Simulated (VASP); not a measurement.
# As (R-3m) in VASP: further runs

Runs on As. Level: PBE. Tasks: single point, relaxation of cell and atoms.

All numbers are computed with VASP 6.6.1; they aren't measurements. Logs are shortened: lines on timing, memory, paths and dates and some standing lists are left out, and cuts for length are marked.

**1. The cell of the first run**

The structure is trigonal, space group R-3m (No. 166). The conventional cell has a = 3.808 Å, b = 3.808 Å, c = 10.855 Å, α = 90.00°, β = 90.00°, γ = 120.00°. As (site symmetry 3m) has 6 As at 2.55 to 3.20 Å within 3.4 Å.

**2. Single point, PBE**

File INCAR:

```
SYSTEM = As
ALGO = Normal ; EDIFF = 1E-6
ENCUT = 520 ; GGA = PE
ISIF = 2 ; ISMEAR = 0
LASPH = .True. ; LCHARG = .False.
LREAL = .False. ; LWAVE = .False.
NBANDS = 12 ; NELM = 60
PREC = Accurate ; SIGMA = 0.1
```

File KPOINTS:

```
k-points
0
Gamma
  16 16 16
  0 0 0
```

File POSCAR:

```
As
1.0
    1.9039945502      1.0992717661      3.6183669900
   -1.9039945502      1.0992717661      3.6183669900
    0.0000000000     -2.1985435322      3.6183669900
As
2
Direct
    0.7739360962      0.7739360962      0.7739360962
    0.2260639038      0.2260639038      0.2260639038
```

Potentials or basis: VASP PAW PBE potentials, release 64 (As).

Started as:

```console
$ cat potpaw_PBE.64/As/POTCAR > POTCAR
$ mpirun -np 1 vasp_std > vasp.out
```

OUTCAR:

```text
SYSTEM = As
   EDIFF = 1E-6
   ENCUT = 520
   GGA = PE
   ISIF = 2
   ISMEAR = 0
   LASPH = .True.
   LREAL = .False.
   NELM = 60
   PREC = Accurate

 ion  position               nearest neighbor table
   1  0.774  0.774  0.774-   2 2.55   2 2.55   2 2.55
   2  0.226  0.226  0.226-   1 2.55   1 2.55   1 2.55

  LATTYP: Found a trigonal (rhomboedric) cell.
 ALAT       =     4.2339311918
 COS(alpha) =     0.5955416497

  Lattice vectors:

 A1 = (   1.9039945502,   1.0992717661,   3.6183669900)
 A2 = (  -1.9039945502,   1.0992717661,   3.6183669900)
 A3 = (   0.0000000000,  -2.1985435322,   3.6183669900)

Analysis of symmetry for initial positions (statically):
=====================================================================
 Subroutine PRICEL returns:
 Original cell was already a primitive cell.

 Routine SETGRP: Setting up the symmetry group for a
 trigonal (rhombohedral) supercell.

 Subroutine GETGRP returns: Found 12 space group operations
 (whereof 12 operations were pure point group operations)
 out of a pool of 12 trial point group operations.

The static configuration has the point symmetry D_3d.

Analysis of symmetry for dynamics (positions and initial velocities):
=====================================================================
 Subroutine PRICEL returns:
 Original cell was already a primitive cell.

 Routine SETGRP: Setting up the symmetry group for a
 trigonal (rhombohedral) supercell.

 Subroutine GETGRP returns: Found 12 space group operations
 (whereof 12 operations were pure point group operations)
 out of a pool of 12 trial point group operations.

The dynamic configuration has the point symmetry D_3d.

 Subroutine INISYM returns: Found 12 space group operations
 (whereof 12 operations are pure point group operations),
 and found     1 'primitive' translations

----------------------------------------------------------------------------------------

                                     Primitive cell

  volume of cell :      45.4396

  direct lattice vectors                    reciprocal lattice vectors
     1.903994550  1.099271766  3.618366990     0.262605794  0.151615526  0.092122589
    -1.903994550  1.099271766  3.618366990    -0.262605794  0.151615526  0.092122589
     0.000000000 -2.198543532  3.618366990     0.000000000 -0.303231051  0.092122589

  length of vectors
     4.233931192  4.233931192  4.233931192     0.316915828  0.316915828  0.316915828

  position of ions in fractional coordinates (direct lattice)
     0.773936096  0.773936096  0.773936096
     0.226063904  0.226063904  0.226063904

  ion indices of the primitive-cell ions
   primitive index   ion index
                 1           1
                 2           2

----------------------------------------------------------------------------------------

 KPOINTS: k-points

Automatic generation of k-mesh.
 Grid dimensions read from file:
 generate k-points for:   16   16   16

 Generating k-lattice:

  Cartesian coordinates                     Fractional coordinates (reciprocal lattice)
     0.016412862  0.009475970  0.005757662     0.062500000  0.000000000  0.000000000
    -0.016412862  0.009475970  0.005757662     0.000000000  0.062500000  0.000000000
     0.000000000 -0.018951941  0.005757662     0.000000000  0.000000000  0.062500000

  Length of vectors
     0.019807239  0.019807239  0.019807239

  Shift w.r.t. Gamma in fractional coordinates (k-lattice)
     0.000000000  0.000000000  0.000000000

 Subroutine IBZKPT returns following result:
 ===========================================

 Found    417 irreducible k-points:

 Following reciprocal coordinates:
            Coordinates               Weight
  0.000000  0.000000  0.000000      1.000000
  0.062500 -0.000000  0.000000      6.000000
  0.125000 -0.000000  0.000000      6.000000
  0.187500 -0.000000  0.000000      6.000000
  0.250000 -0.000000  0.000000      6.000000
  0.312500 -0.000000  0.000000      6.000000
[... 16 lines left out ...]
 -0.125000  0.062500 -0.000000     12.000000
 -0.062500  0.062500  0.000000      6.000000
 [... further k-points ...]
   k-points           NKPTS =    417   k-points in BZ     NKDIM =    417   number of bands    NBANDS=     12
   number of dos      NEDOS =    301   number of ions     NIONS =      2
   total plane-waves  NPLWV =  32768
   dimension x,y,z NGX =    32 NGY =   32 NGZ =   32
   dimension x,y,z NGXF=    64 NGYF=   64 NGZF=   64
   ions per type =               2
   NGX,Y,Z   is equivalent  to a cutoff of  12.56, 12.56, 12.56 a.u.
   NGXF,Y,Z  is equivalent  to a cutoff of  25.13, 25.13, 25.13 a.u.
 SYSTEM =  As
   PREC   = accura    normal or accurate (medium, high low for compatibility)
   ISTART =      0    job   : 0-new  1-cont  2-samecut
   ICHARG =      2    charge: 1-file 2-atom 10-const
   ISPIN  =      1    spin polarized calculation?
   LNONCOLLINEAR =      F non collinear calculations
   LSORBIT =      F    spin-orbit coupling
   LASPH  =      T    aspherical Exc in radial PAW
   ENCUT  =  520.0 eV  38.22 Ry    6.18 a.u.   7.87  7.87  7.87*2*pi/ulx,y,z
   NELM   =     60;   NELMIN=  2; NELMDL= -5     # of ELM steps
   EDIFF  = 0.1E-05   stopping-criterion for ELM
   LREAL  =      F    real-space projection
   EDIFFG = 0.1E-04   stopping-criterion for IOM
   NSW    =      0    number of steps for IOM
   IBRION =     -1    ionic relax: 0-MD 1-quasi-New 2-CG
   NFREE  =      0    steps in history (QN), initial steepest desc. (CG)
   ISIF   =      2    stress and relaxation
   ISYM   =      2    0-nonsym 1-usesym 2-fastsym
   POTIM  = 0.5000    time-step for ionic-motion
   TEBEG  =    0.0;   TEEND  =   0.0 temperature during run
   PSTRESS=    0.0 pullay stress
   NELECT =      10.0000    total number of electrons
   NUPDOWN=      -1.0000    fix difference up-down
   EMIN   =  10.00;   EMAX   =-10.00  energy-range for DOS
   EFERMI =   0.00;   METHOD = LEGACY
   ISMEAR =     0;   SIGMA  =   0.10  broadening in eV -4-tet -1-fermi 0-gaus
   EFERMI_NEDOS =   21; number of points for ismear=-14 and -15
   IALGO  =     38    algorithm
   IMIX   =      4    mixing-type and parameters
     AMIX     =   0.40;   BMIX     =  1.00
     AMIX_MAG =   1.60;   BMIX_MAG =  1.00
  volume/ion in A,a.u.               =      22.72       153.32
  Fermi-wavevector in a.u.,A,eV,Ry     =   0.988394  1.867793 13.291831  0.976922
  Thomas-Fermi vector in A             =   2.119917
   LORBIT       =      0    0 simple, 1 ext, 2 COOP (PROOUT), +10 PAW based schemes
   GGA     = PE    functional components
   LHFCALC =     F    Hartree Fock is set to
   AEXX    =    0.0000 exact exchange contribution
   IVDW    =     0    specifies the selected vdW correction
   LEPSILON=     F    determine dielectric tensor
   LRPA    =     F    only Hartree local field effects (RPA)
 non-spin polarized calculation
 Gauss-broadening in eV      SIGMA  =   0.10
  energy-cutoff  :      520.00
  volume of cell :       45.44
 maximum number of plane-waves:      1239
   NGX = 15   NGY = 15   NGZ = 15

 number of electron      10.0000000 magnetization

 number of electron       9.9999999 magnetization

 Free energy of the ion-electron system (eV)
  ---------------------------------------------------
  ext. energy  EPLUGINS =         0.00000000
  ---------------------------------------------------
  free energy    TOTEN  =        -9.34224512 eV

  energy without entropy =       -9.34121431  energy(sigma->0) =       -9.34172971

 E-fermi :   5.0062     XC(G=0):  -9.7267

 val. band max:        4.9967381872   @ k =   0.5000   0.4375   0.3750
 cond. band min:       5.0519719958   @ k =   0.3750   0.2500   0.2500
 fundamental gap:      0.0552338086
 Fermi energy:         5.0062076167

 k-point     1 :       0.0000    0.0000    0.0000
  band No.  band energies     occupation
      1      -9.7261      2.00000
      2      -1.2138      2.00000
      3       2.4585      2.00000
      4       3.0241      2.00000
      5       3.0241      2.00000
      6       6.4812      0.00000
      7       7.6923      0.00000
      8       7.6923      0.00000
      9      11.8711      0.00000
     10      11.8711      0.00000
     11      12.2437      0.00000
     12      13.6011      0.00000

 k-point     2 :       0.0625   -0.0000    0.0000
  band No.  band energies     occupation
      1      -9.6761      2.00000
      2      -1.3663      2.00000
      3       2.4938      2.00000
      4       2.9465      2.00000
      5       2.9820      2.00000
      6       6.6107      0.00000
      7       7.5717      0.00000
      8       7.6650      0.00000
      9      11.4522      0.00000
     10      11.7884      0.00000
     11      11.8987      0.00000
     12      13.8897      0.00000

 k-point     3 :       0.1250   -0.0000    0.0000
  band No.  band energies     occupation
      1      -9.5266      2.00000
      2      -1.7952      2.00000
      3       2.4715      2.00000
      4       2.8683      2.00000
      5       2.9121      2.00000
      6       6.7453      0.00000
      7       7.3548      0.00000
      8       7.5591      0.00000
      9      10.8402      0.00000
     10      11.5217      0.00000
     11      11.7820      0.00000
     12      14.6436      0.00000

 k-point     4 :       0.1875   -0.0000    0.0000
  band No.  band energies     occupation
      1      -9.2793      2.00000
      2      -2.4319      2.00000
      3       2.3056      2.00000
      4       2.7129      2.00000
      5       3.1002      2.00000
      6       6.4655      0.00000
      7       7.2102      0.00000
      8       7.3524      0.00000
      9      10.6993      0.00000
     10      11.3494      0.00000
     11      12.0753      0.00000
     12      15.6666      0.00000

 k-point     5 :       0.2500   -0.0000    0.0000
  band No.  band energies     occupation
      1      -8.9375      2.00000
      2      -3.1964      2.00000
      3       2.1656      2.00000
      4       2.5478      2.00000
      5       3.3676      2.00000
      6       6.0028      0.00000
      7       6.8455      0.00000
      8       7.0799      0.00000
      9      11.0378      0.00000
     10      11.5718      0.00000
     11      12.6860      0.00000
     12      16.6509      0.00000
[... 228 lines left out ...]
      1      -8.7369      2.00000
      2      -3.5317      2.00000
      3       2.0378      2.00000
      4       2.4402      2.00000
      5       3.3783      2.00000
      6       5.7560      0.00000
      7       6.4271      0.00000
      8       7.4071      0.00000
      9      10.8678      0.00000
     10      11.8770      0.00000
     11      13.5605      0.00000
     12      16.3248      0.00000

 k-point    22 :      -0.1875    0.0625   -0.0000
  band No.  band energies     occupation
      1      -9.1137      2.00000
      2      -2.7538      2.00000
      3       2.2134      2.00000
      4       2.5526      2.00000
      5       3.1319      2.00000
      6       6.2255      0.00000
      7       6.8678      0.00000
      8       7.5586      0.00000
      9      10.5268      0.00000
     10      11.5215      0.00000
     11      12.7285      0.00000
     12      15.2741      0.00000

 k-point    23 :      -0.1250    0.0625   -0.0000
  band No.  band energies     occupation
      1      -9.3984      2.00000
      2      -2.0805      2.00000
      3       2.3877      2.00000
      4       2.7061      2.00000
      5       2.9362      2.00000
      6       6.7176      0.00000
      7       7.0525      0.00000
      8       7.6657      0.00000
      9      10.5308      0.00000
     10      11.3920      0.00000
     11      12.3043      0.00000
     12      14.3254      0.00000

 k-point    24 :      -0.0625    0.0625    0.0000
  band No.  band energies     occupation
      1      -9.5866      2.00000
      2      -1.5941      2.00000
      3       2.4865      2.00000
      4       2.8638      2.00000
      5       2.8845      2.00000
      6       6.8147      0.00000
      7       7.2274      0.00000
      8       7.7527      0.00000
      9      10.9583      0.00000
     10      11.4118      0.00000
     11      12.1608      0.00000
     12      13.8205      0.00000

 [... further k-points ...]
[... 5 lines left out ...]
  --------------------------------------------------------------------------------------
  -------------------------------------------------------------------------------------
  Total        0.0810644      0.0810644      0.0566416      0.0000000      0.0000000      0.0000000
  in kB        2.8582881      2.8582881      1.9971529      0.0000000      0.0000000      0.0000000
  external PRESSURE =       2.5712430 kB  Pullay stress =       0.0000000 kB

 VOLUME and BASIS-vectors are now :
 -----------------------------------------------------------------------------
  energy-cutoff  :      520.00
  volume of cell :       45.44
      direct lattice vectors                 reciprocal lattice vectors
     1.903994550  1.099271766  3.618366990     0.262605794  0.151615526  0.092122589
    -1.903994550  1.099271766  3.618366990    -0.262605794  0.151615526  0.092122589
     0.000000000 -2.198543532  3.618366990     0.000000000 -0.303231051  0.092122589

 POSITION                                       TOTAL-FORCE (eV/Angst)
 -----------------------------------------------------------------------------------
      0.00000      0.00000      8.40115         0.000000      0.000000     -0.049026
      0.00000      0.00000      2.45395         0.000000      0.000000      0.049026
 -----------------------------------------------------------------------------------
    total drift:                               -0.000000     -0.000000      0.000000

  FREE ENERGIE OF THE ION-ELECTRON SYSTEM (eV)
  ---------------------------------------------------
  free  energy   TOTEN  =        -9.3422451165 eV

  energy  without entropy=       -9.3412143059  energy(sigma->0) =       -9.34172971
```

Wall time 1.8 min (1 thread of AMD EPYC 9R45 (Zen 5), shared host); peak memory 0.29 GiB.

Results:

```yaml
Free_energy: -9.3422 eV
Pressure: 0.3 GPa
Largest_force: 0.049 eV/Å
Band_gap_on_the_k_mesh: zero (band 5 reaches 5.13 eV, above the bottom of band 6 at 4.61 eV)
```

Forces on the atoms (eV/Å):
```
As   0.000  0.000 -0.049
As   0.000  0.000  0.049
```

**3. Relaxation of cell and atoms, PBE**

This run uses another cell than the first one, of 21.53 Å³/atom, 0.948 times its volume.

File INCAR:

```
SYSTEM = As
PREC     = Accurate       ! precision mode
ENCUT    = 600            ! plane-wave cutoff, eV
EDIFF    = 1E-6           ! SCF threshold, eV
ISMEAR   = 0              ! smearing method
SIGMA    = 0.1            ! smearing width, eV
LREAL    = .FALSE.        ! projectors in reciprocal space
LASPH    = .TRUE.         ! aspherical terms in the spheres
NELM     = 60             ! most SCF steps
ALGO     = Normal         ! electronic algorithm
ISIF     = 3              ! what is computed and relaxed
LWAVE    = .FALSE.        ! write WAVECAR
LCHARG   = .FALSE.        ! write CHGCAR
GGA      = PE             ! functional
IBRION   = 2              ! ionic algorithm
NSW      = 80             ! ionic steps
EDIFFG   = -0.001         ! ionic threshold
```

File KPOINTS:

```
Automatic mesh
0
G
  16 16 16
  0 0 0
```

File POSCAR:

```
As
1.0
    1.8807968987      1.0858785957      3.5140619945
   -1.8807968987      1.0858785957      3.5140619945
    0.0000000000     -2.1717571915      3.5140619945
As
2
Direct
    0.7740000000      0.7740000000      0.7740000000
    0.2260000000      0.2260000000      0.2260000000
```

Potentials or basis: VASP PAW PBE potentials, release 64 (As).

Started as:

```console
$ cat potpaw_PBE.64/As/POTCAR > POTCAR
$ mpirun -np 1 vasp_std > vasp.out
```

Run time: 30 min. Hardware: 1 thread of Intel Xeon 6975P-C, shared host; peak memory 0.38 GiB.

The run converged. Its results:

```
Free energy                            : -9.3425 eV
Relaxed volume                         : 22.71 Å³/atom
Relaxed cell                           : a = 4.225 Å, b = 4.225 Å, c = 4.225 Å, α = 53.67°, β = 53.67°, γ = 53.67°
Space group after relaxing (to 0.05 Å) : R-3m (No. 166)
Energy gained by relaxing              : 15.2 meV/atom
Ionic steps                            : 50
Pressure after relaxing                : 0.0 GPa
Band gap on the k mesh                 : zero (band 5 reaches 5.12 eV, above the bottom of band 6 at 4.60 eV)
```

Step by step:
```tsv
step	energy change (eV)	largest force (eV/Å)	pressure (GPa)	volume (Å³)
1	0.0000	0.4844	4.13	43.06
3	-0.0299	0.0309	0.06	44.98
5	-0.0300	0.0127	0.11	45.00
7	-0.0302	0.0235	0.02	45.24
9	-0.0304	0.0155	-0.12	45.40
11	-0.0304	0.0080	0.01	45.36
13	-0.0304	0.0031	0.03	45.37
15	-0.0304	0.0030	0.00	45.39
17	-0.0304	0.0030	0.00	45.39
19	-0.0304	0.0027	0.01	45.38
21	-0.0304	0.0027	0.02	45.38
23	-0.0304	0.0028	0.02	45.38
25	-0.0304	0.0033	0.01	45.39
27	-0.0304	0.0060	-0.02	45.41
29	-0.0304	0.0037	0.00	45.41
31	-0.0304	0.0055	0.04	45.41
33	-0.0304	0.0002	0.01	45.41
35	-0.0304	0.0006	0.01	45.41
37	-0.0304	0.0000	0.01	45.42
39	-0.0304	0.0035	-0.03	45.46
41	-0.0304	0.0016	-0.02	45.43
43	-0.0304	0.0013	-0.01	45.43
45	-0.0304	0.0015	0.03	45.40
47	-0.0304	0.0014	0.01	45.42
49	-0.0304	0.0013	0.00	45.42
50	-0.0304	0.0002	0.00	45.42
```

Final structure:
```yaml
crystal:
  lattice:
    - [1.90709, 1.10106, 3.60536]
    - [-1.90709, 1.10106, 3.60536]
    - [0.00000, -2.20212, 3.60536]
  atoms:
    - { symbol: As, position: [0.77356, 0.77356, 0.77356] }
    - { symbol: As, position: [0.22644, 0.22644, 0.22644] }
```

Levels at points of the mesh, in eV from the Fermi level:
```tsv
k point	band 2	band 3	band 4	band 5	band 6	band 7	band 8	band 9
(0.00, 0.00, 0.00)	-6.20	-2.52	-1.97	-1.97	1.53	2.71	2.71	6.84
(0.50, 0.00, 0.00)	-10.93	-2.83	-2.78	-0.54	-0.39	0.30	1.34	8.72
(0.50, 0.50, 0.00)	-9.71	-5.78	-4.07	-3.95	1.53	5.02	6.52	6.67
(0.50, 0.50, 0.50)	-9.86	-1.72	-1.72	-0.74	0.77	0.77	1.60	7.81
```

PBE usually gives volumes a little too large and moduli too small. Zero-point motion and thermal expansion aren't in these numbers.
